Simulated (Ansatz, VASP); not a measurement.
## Two plane-wave programs on GaP

POSCAR

```
GaP
1.0
    0.0000000000      2.7799072732      2.6790345664
    2.7799072732      0.0000000000      2.6790345664
    2.7799072732      2.7799072732      0.0000000000
Ga P
1 1
Direct
    0.0000000000      0.0000000000      0.0000000000
    0.2500000000      0.2500000000      0.2500000000
```

INCAR.step1

```
  PREC = Accurate
  ENCUT = 520
  ISMEAR = -1
  SIGMA = 0.02
  LREAL = False
  LASPH = True
  NELM = 150
  MAGMOM = 0 0 0 0 0 0
  LSORBIT = True
  GGA_COMPAT = False
  NBANDS = 30
  GGA = PE
  ALGO = Normal
  EDIFF = 1E-4
  LWAVE = True
  LCHARG = False
```

File INCAR.step2:

```
  PREC = Accurate
  ENCUT = 520
  EDIFF = 1E-7
  ISMEAR = -1
  SIGMA = 0.02
  LREAL = False
  LASPH = True
  NELM = 150
  ALGO = Normal
  ISIF = 2
  LWAVE = False
  LCHARG = False
  MAGMOM = 0 0 0 0 0 0
  LORBIT = 11
  LSORBIT = True
  GGA_COMPAT = False
  LORBMOM = True
  METAGGA = R2SCAN
  LMIXTAU = True
  NBANDS = 30
  ISTART = 1
```

File KPOINTS:

```
regular mesh
0
Gamma
  8 8 8
```

Input for Ansatz:

```yaml
crystal:
  lattice:
    - [0.0, 2.7799072732, 2.6790345664]
    - [2.7799072732, 0.0, 2.6790345664]
    - [2.7799072732, 2.7799072732, 0.0]
  atoms:
    - { symbol: Ga, position: [0.0, 0.0, 0.0] }
    - { symbol: P, position: [0.25, 0.25, 0.25] }
kpoints:
  mp_grid: { grid: [8, 8, 8] }
  band_path:
    path:
      - [0.0, 0.0, 0.0]
      - [-0.5, -0.5, 0.0]
      - [-0.375, -0.375, 0.25]
      - [-0.375, 0.0, 0.375]
      - [0.0, 0.0, 0.5]
      - [-0.5, -0.25, 0.25]
      - [0.416667, 0.416667, 0.0]
    npoints: 1
hamiltonian:
  xc: r2scan
scf:
  occupations: { method: fermi_dirac, width: 0.02 }
  n_extra_bands: 8
magnetization:
  noncollinear: true
  spin_orbit: true
output:
  forces: true
  stress: true
  eigenvalues: true
```

Change from the starting cell: epitaxial_xy strain +2.0%.

Alike in both runs: task single point; functional r2SCAN; k mesh 8 × 8 × 8; occupations fermi-dirac, width 0.02 eV; non-collinear spin, spin-orbit coupling.

|  | VASP | Ansatz |
| --- | --- | --- |
| version | VASP 6.6.1 | Ansatz 0.2.0 |
| potentials or method | VASP PAW PBE potentials, release 64 (Ga_d, P) | plane waves, PAW |
| plane-wave cutoff (eV) | 520 | 500 |
| valence electrons in the cell | 18 | 18 |

|  | VASP | Ansatz | Ansatz less VASP |
| --- | --- | --- | --- |
| pressure (GPa) | -2.0 | -1.9 | +0.08 |
| traceless stress, the component that is largest in VASP (GPa) | 1.87 | 1.88 | +0.014 |
| net moment per atom (μB) | 0.00 | 0.00 | 0.000 |

VASP's potentials were made for PBE, not for r2SCAN.
